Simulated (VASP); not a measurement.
The system is Ga4Sb3As.

```xyz
8
Lattice="-2.8661 2.8661 5.7322 2.8661 -2.8661 5.7322 2.8661 2.8661 -5.7322" Properties=species:S:1:pos:R:3 pbc="T T T"
Ga    1.4331    1.4331    4.2992
Ga    1.4331    1.4331   -1.4331
Ga   -1.4331    1.4331    7.1653
Ga    1.4331   -1.4331    7.1653
Sb    0.0000    0.0000    5.7322
Sb    0.0000    2.8661    2.8661
Sb    2.8661    0.0000    2.8661
As    0.0000    0.0000    0.0000
```

```yaml
Program: VASP 6.6.1
Task: relaxation of cell and atoms
Functional: PBE
Potentials_or_basis: VASP PAW PBE potentials, release 64 (Ga_d, Sb, As)
Cutoff: 600 eV
k_mesh: 4 × 4 × 4
Occupations: gaussian, width 0.1 eV
Spin: no spin polarisation
```

At the start: pressure 14.6 GPa; volume 23.54 Å³/atom.

How do energy, volume and symmetry change on relaxing?

Over 9 steps the energy falls by 218.7 meV/atom and the volume is 28.43 Å³/atom (+20.7 %); space group I-42m (No. 121, to 0.1 Å) before and after.

Step by step:
| step | energy change (eV) | largest force (eV/Å) | pressure (GPa) | volume (Å³) |
| --- | --- | --- | --- | --- |
| 1 | 0.0000 | 1.3944 | 14.62 | 188.35 |
| 2 | -1.3654 | 0.2648 | -3.93 | 253.18 |
| 3 | -1.6711 | 0.5248 | -0.24 | 229.27 |
| 4 | -1.6711 | 0.5129 | -0.42 | 230.15 |
| 5 | -1.7152 | 0.3463 | -0.30 | 229.06 |
| 6 | -1.7478 | 0.0940 | 0.09 | 226.81 |
| 7 | -1.7485 | 0.0718 | 0.04 | 227.10 |
| 8 | -1.7485 | 0.0734 | 0.06 | 227.04 |
| 9 | -1.7494 | 0.0329 | -0.04 | 227.43 |

Final structure:
```
Ga Sb As
1.0
    -3.05355    3.05355    6.09780
     3.05355   -3.05355    6.09780
     3.05355    3.05355   -6.09780
Ga Sb As
4 3 1
Cartesian
  1.6021 1.6021 4.6292
  1.4515 1.4515 -1.4686
  -1.6021 1.6021 7.5664
  1.6021 -1.6021 7.5664
  0.0000 0.0000 6.0978
  0.0000 3.0536 3.0489
  3.0536 0.0000 3.0489
  0.0000 0.0000 0.0000
```

Caveat: the volume moved by over 15 % at a fixed basis, so the end points are rough.
